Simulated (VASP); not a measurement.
# MoS2 (R3m) in VASP: a series of runs

The runs below take MoS2 through single point, with LDA.

Everything below comes from runs of VASP 6.6.1. Logs are shortened: lines on timing, memory, paths and dates and some standing lists are left out, and cuts for length are marked.

**1. The cell of the first run**

The structure is trigonal, space group R3m (No. 160). The conventional cell has a = 3.051 Å, b = 3.051 Å, c = 17.813 Å, α = 90.00°, β = 90.00°, γ = 120.00°. Mo (site symmetry 3m) has 6 S at 2.30 to 2.31 Å within 3.0 Å. Within 3.0 Å of S (site symmetry 3m) lie 3 Mo at 2.30 Å and 1 S at 2.97 Å. Within 3.0 Å of S (site symmetry 3m) lie 3 Mo at 2.31 Å and 1 S at 2.97 Å.

**2. Single point, LDA**

INCAR

```
SYSTEM = MoS2
ALGO = Normal
EDIFF = 1E-7
ENCUT = 520
ISIF = 2
ISMEAR = -1
LASPH = .TRUE.
LCHARG = .TRUE.
LELF = .TRUE.
LREAL = .FALSE.
LVHAR = .TRUE.
LWAVE = .FALSE.
NBANDS = 20
NELM = 60
PREC = Accurate
SIGMA = 0.15
```

KPOINTS

```
k-points
0
G
  11 11 11
  0 0 0
```

POSCAR

```
MoS2
1.0
    1.5254732277      0.8807319680      5.9377597153
   -1.5254732277      0.8807319680      5.9377597153
    0.0000000000     -1.7614649015      5.9377597153
Mo S
1 2
Direct
    0.0000000000      0.0000000000      0.0000000000
    0.2500000000      0.2500000000      0.2500000000
    0.4170000000      0.4170000000      0.4170000000
```

Potentials or basis: VASP PAW LDA potentials, release 64 (Mo_sv, S).

On the command line:

```sh
$ cat potpaw_LDA.64/Mo_sv/POTCAR potpaw_LDA.64/S/POTCAR > POTCAR
$ mpirun -np 1 vasp_std > vasp.out
```

OUTCAR:

```text
SYSTEM = MoS2
   EDIFF = 1E-7
   ENCUT = 520
   ISIF = 2
   ISMEAR = -1
   LASPH = .TRUE.
   LREAL = .FALSE.
   NELM = 60
   PREC = Accurate

 ion  position               nearest neighbor table
   1  0.000  0.000  0.000-   2 2.30   2 2.30   2 2.30   3 2.31   3 2.31   3 2.31
   2  0.250  0.250  0.250-   1 2.30   1 2.30   1 2.30
   3  0.417  0.417  0.417-   1 2.31   1 2.31   1 2.31

  LATTYP: Found a trigonal (rhomboedric) cell.
 ALAT       =     6.1935246673
 COS(alpha) =     0.8786713312

  Lattice vectors:

 A1 = (   1.5254732277,   0.8807319680,   5.9377597153)
 A2 = (  -1.5254732277,   0.8807319680,   5.9377597153)
 A3 = (   0.0000000000,  -1.7614649015,   5.9377597153)

Analysis of symmetry for initial positions (statically):
=====================================================================
 Subroutine PRICEL returns:
 Original cell was already a primitive cell.

 Routine SETGRP: Setting up the symmetry group for a
 trigonal (rhombohedral) supercell.

 Subroutine GETGRP returns: Found  6 space group operations
 (whereof  6 operations were pure point group operations)
 out of a pool of 12 trial point group operations.

The static configuration has the point symmetry C_3v.

Analysis of symmetry for dynamics (positions and initial velocities):
=====================================================================
 Subroutine PRICEL returns:
 Original cell was already a primitive cell.

 Routine SETGRP: Setting up the symmetry group for a
 trigonal (rhombohedral) supercell.

 Subroutine GETGRP returns: Found  6 space group operations
 (whereof  6 operations were pure point group operations)
 out of a pool of 12 trial point group operations.

The dynamic configuration has the point symmetry C_3v.

 Subroutine INISYM returns: Found  6 space group operations
 (whereof  6 operations are pure point group operations),
 and found     1 'primitive' translations

----------------------------------------------------------------------------------------

                                     Primitive cell

  volume of cell :      47.8655

  direct lattice vectors                    reciprocal lattice vectors
     1.525473228  0.880731968  5.937759715     0.327767142  0.189236467  0.056137906
    -1.525473228  0.880731968  5.937759715    -0.327767142  0.189236467  0.056137906
     0.000000000 -1.761464901  5.937759715     0.000000000 -0.378472933  0.056137875

  length of vectors
     6.193524667  6.193524667  6.193524767     0.382613649  0.382613649  0.382613672

  position of ions in fractional coordinates (direct lattice)
[... 81 lines left out ...]
   EDIFF  = 0.1E-06   stopping-criterion for ELM
   LREAL  =      F    real-space projection
   EDIFFG = 0.1E-05   stopping-criterion for IOM
   NSW    =      0    number of steps for IOM
   IBRION =     -1    ionic relax: 0-MD 1-quasi-New 2-CG
   NFREE  =      0    steps in history (QN), initial steepest desc. (CG)
   ISIF   =      2    stress and relaxation
   ISYM   =      2    0-nonsym 1-usesym 2-fastsym
   POTIM  = 0.5000    time-step for ionic-motion
   TEBEG  =    0.0;   TEEND  =   0.0 temperature during run
   PSTRESS=    0.0 pullay stress
   NELECT =      26.0000    total number of electrons
   NUPDOWN=      -1.0000    fix difference up-down
   EMIN   =  10.00;   EMAX   =-10.00  energy-range for DOS
   EFERMI =   0.00;   METHOD = LEGACY
   ISMEAR =    -1;   SIGMA  =   0.15  broadening in eV -4-tet -1-fermi 0-gaus
   EFERMI_NEDOS =   21; number of points for ismear=-14 and -15
   IALGO  =     38    algorithm
   IMIX   =      4    mixing-type and parameters
     AMIX     =   0.40;   BMIX     =  1.00
     AMIX_MAG =   1.60;   BMIX_MAG =  1.00
  volume/ion in A,a.u.               =      15.96       107.67
  Fermi-wavevector in a.u.,A,eV,Ry     =   1.335750  2.524201 24.275893  1.784228
  Thomas-Fermi vector in A             =   2.464430
   LORBIT       =      0    0 simple, 1 ext, 2 COOP (PROOUT), +10 PAW based schemes
   GGA     = CA    functional components
   LHFCALC =     F    Hartree Fock is set to
   AEXX    =    0.0000 exact exchange contribution
   IVDW    =     0    specifies the selected vdW correction
   LEPSILON=     F    determine dielectric tensor
   LRPA    =     F    only Hartree local field effects (RPA)
 non-spin polarized calculation
  energy-cutoff  :      520.00
  volume of cell :       47.87
 maximum number of plane-waves:      1306
 NGX is ok and might be reduce to    48
   NGX = 23   NGY = 23   NGZ = 23

 number of electron      26.0000001 magnetization

 Free energy of the ion-electron system (eV)
  ---------------------------------------------------
  ext. energy  EPLUGINS =         0.00000000
  ---------------------------------------------------
  free energy    TOTEN  =       -24.23110592 eV

  energy without entropy =      -24.22740199  energy(sigma->0) =      -24.22925396

 E-fermi :   9.3122     XC(G=0): -11.6358

 val. band max:        9.0818558557   @ k =   0.4545   0.4545   0.4545
 cond. band min:       9.8381063132   @ k =  -0.1818   0.1818   0.0000
 fundamental gap:      0.7562504575
 Fermi energy:         9.3122168184

 k-point     1 :       0.0000    0.0000    0.0000
  band No.  band energies     occupation
      1     -52.2057      2.00000
      2     -26.7017      2.00000
      3     -26.3081      2.00000
      4     -26.3081      2.00000
      5      -6.8225      2.00000
      6      -4.6886      2.00000
[... 541 lines left out ...]
     19      17.5753      0.00000
     20      18.4790      0.00000

 [... further k-points ...]

------------------------ aborting loop because EDIFF is reached ----------------------------------------

  FORCE on cell =-STRESS in cart. coord.  units (eV):
  Direction    XX          YY          ZZ          XY          YZ          ZX
  --------------------------------------------------------------------------------------
  -------------------------------------------------------------------------------------
  Total        4.8945552      4.8945542      6.2435566     -0.0000000     -0.0000003      0.0000000
  in kB      163.8330196    163.8329866    208.9874737     -0.0000000     -0.0000113      0.0000000
  external PRESSURE =     178.8844933 kB  Pullay stress =       0.0000000 kB

 VOLUME and BASIS-vectors are now :
 -----------------------------------------------------------------------------
  energy-cutoff  :      520.00
  volume of cell :       47.87
      direct lattice vectors                 reciprocal lattice vectors
     1.525473228  0.880731968  5.937759715     0.327767142  0.189236467  0.056137906
    -1.525473228  0.880731968  5.937759715    -0.327767142  0.189236467  0.056137906
     0.000000000 -1.761464901  5.937759715     0.000000000 -0.378472933  0.056137875

 POSITION                                       TOTAL-FORCE (eV/Angst)
 -----------------------------------------------------------------------------------
      0.00000      0.00000      0.00000         0.000000     -0.000000      0.104095
      0.00000     -0.00000      4.45332         0.000000      0.000000     -2.151253
      0.00000     -0.00000      7.42814         0.000000     -0.000000      2.047158
 -----------------------------------------------------------------------------------
    total drift:                                0.000000     -0.000003      0.000019

  FREE ENERGIE OF THE ION-ELECTRON SYSTEM (eV)
  ---------------------------------------------------
  free  energy   TOTEN  =       -24.2311059215 eV

  energy  without entropy=      -24.2274019924  energy(sigma->0) =      -24.22925396
```

Wall time 2.4 min (1 thread of Intel Xeon 6975P-C (Granite Rapids), shared host); peak memory 0.33 GiB.

Results:

* Free energy: -24.2311 eV
* Pressure: 17.9 GPa
* Largest force: 2.151 eV/Å
* Band gap on the k mesh: 0.76 eV, indirect (least direct gap 2.18 eV)

Forces on the atoms (eV/Å):
```
Mo   0.000  0.000  0.104
S    0.000  0.000 -2.151
S    0.000  0.000  2.047
```

Caveat: forces of over 1 eV/Å act on the atoms, so gaps and moduli don't describe the material at rest. A k mesh can miss the band edges.

**3. Single point, LDA**

This run uses another cell than the first one, of 16.40 Å³/atom, 1.028 times its volume.

INCAR

```
SYSTEM = MoS2
PREC     = Accurate       ! precision mode
ENCUT    = 520            ! plane-wave cutoff, eV
EDIFF    = 1E-6           ! SCF threshold, eV
ISMEAR   = -1             ! smearing method
SIGMA    = 0.15           ! smearing width, eV
LREAL    = .False.        ! projectors in reciprocal space
LASPH    = .True.         ! aspherical terms in the spheres
NELM     = 100            ! most SCF steps
ALGO     = Normal         ! electronic algorithm
ISIF     = 2              ! what is computed and relaxed
LWAVE    = .False.        ! write WAVECAR
LCHARG   = .False.        ! write CHGCAR
GGA      = CA             ! functional
NBANDS   = 20             ! bands
```

KPOINTS

```
Automatic mesh
0
Gamma
  11 11 11
  0 0 0
```

POSCAR

```
MoS2
1.0
    1.5394691767      0.8888125292      5.9922376182
   -1.5394691767      0.8888125292      5.9922376182
    0.0000000000     -1.7776260327      5.9922376182
Mo S
1 2
Direct
    0.0000000000      0.0000000000      0.0000000000
    0.2500000000      0.2500000000      0.2500000000
    0.4170000000      0.4170000000      0.4170000000
```

Potentials or basis: VASP PAW LDA potentials, release 64 (Mo_sv, S).

On the command line:

```sh
$ cat potpaw_LDA.64/Mo_sv/POTCAR potpaw_LDA.64/S/POTCAR > POTCAR
$ mpirun -np 1 vasp_std > vasp.out
```

Wall time 1.9 min (1 thread of Intel Xeon 6975P-C (Granite Rapids), shared host); peak memory 0.34 GiB.

The run converged. Its results:

```
Free energy            : -24.3543 eV
Pressure               : 11.8 GPa
Largest force          : 1.560 eV/Å
Band gap on the k mesh : 0.79 eV, indirect (least direct gap 2.11 eV)
```

Forces on the atoms (eV/Å):
```
Mo   0.000  0.000  0.098
S    0.000  0.000 -1.560
S    0.000  0.000  1.462
```

Stress tensor (GPa, compression positive):
```
10.44  0.00  0.00
 0.00 10.44  0.00
 0.00  0.00 14.39
```

Levels at points of the mesh, in eV from the valence-band top:
| k point | band 9 | band 10 | band 11 | band 12 | band 13 | band 14 | band 15 | band 16 | band 17 | band 18 |
| --- | --- | --- | --- | --- | --- | --- | --- | --- | --- | --- |
| (0.00, 0.00, 0.00) | -3.89 | -2.61 | -2.61 | -1.53 | -1.31 | 2.09 | 2.09 | 2.67 | 2.67 | 5.63 |

Caveat: forces of over 1 eV/Å act on the atoms, so gaps and moduli don't describe the material at rest. A k mesh can miss the band edges.
